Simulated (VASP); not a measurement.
Set up this calculation in VASP 6.6.1, as the native input.

| Quantity | Value |
| --- | --- |
| Task | electric field gradients |
| Functional | r2SCAN |
| Potentials or basis | VASP PAW PBE potentials, release 64 (Hg) |
| Cutoff | 520 eV |
| k mesh | 13 × 13 × 13 |
| Occupations | fermi-dirac, width 0.08 eV |
| Spin | no spin polarisation |
| Dipole correction | no |
| Further INCAR settings | ALGO = Normal; EDIFF = 1e-08; NBANDS = 12 |

Hg:

```xyz
1
Lattice="-2.1007 2.1007 1.8023 2.1007 -2.1007 1.8023 2.1007 2.1007 -1.8023" Properties=species:S:1:pos:R:3 pbc="T T T"
Hg    0.0000    0.0000    0.0000
```

This cell differs from its parent crystal: x and y stretched by +1.5 %, z held.

These files were run (other wordings do the same):

POSCAR

```
Hg
1.0
   -2.1007404250      2.1007404250      1.8022580000
    2.1007404250     -2.1007404250      1.8022580000
    2.1007404250      2.1007404250     -1.8022580000
Hg
1
Direct
    0.0000000000      0.0000000000      0.0000000000
```

INCAR.step1

```
SYSTEM = Hg
  ALGO = Normal
  EDIFF = 1E-4
  ENCUT = 520
  GGA = PE
  ISMEAR = -1
  LASPH = .True.
  LCHARG = .False.
  LREAL = .False.
  LWAVE = .True.
  NBANDS = 12
  NELM = 80
  PREC = Accurate
  SIGMA = 0.08
```

INCAR.step2

```
SYSTEM = Hg
  ALGO = Normal
  EDIFF = 1E-8
  ENCUT = 520
  ISIF = 2
  ISMEAR = -1
  ISTART = 1
  LASPH = .True.
  LCHARG = .False.
  LEFG = .True.
  LMIXTAU = .True.
  LREAL = .False.
  LWAVE = .False.
  METAGGA = R2SCAN
  NBANDS = 12
  NELM = 80
  PREC = Accurate
  SIGMA = 0.08
```

KPOINTS

```
k-points
0
Gamma
  13 13 13
  0 0 0
```

Potentials or basis: VASP PAW PBE potentials, release 64 (Hg).

Command:

```sh
$ cat potpaw_PBE.64/Hg/POTCAR > POTCAR
$ cp INCAR.step1 INCAR
$ mpirun -np 1 vasp_std > vasp.out
$ cp INCAR.step2 INCAR
$ mpirun -np 1 vasp_std > vasp.out
```

It gave:

```json
{
 "Pressure": "-1.5 GPa",
 "Band gap on the k mesh": "zero (band 6 reaches 1.37 eV, above the bottom of band 7 at 0.35 eV)"
}
```

Caveat: the cell differs from its parent crystal (x and y stretched by +1.5 %, z held); without QUAD_EFG the Cq values of the log hold for a quadrupole moment of 1 mb, not for the nuclei; the PAW data sets were made with another functional, which shifts forces and pressure a little; spin-orbit coupling is left out, which moves the levels of the heavy elements.

Run time: 2.6 min on 1 thread of Intel(R) Xeon(R) 6975P-C (Granite Rapids), on a shared host, peak memory 0.21 GiB.
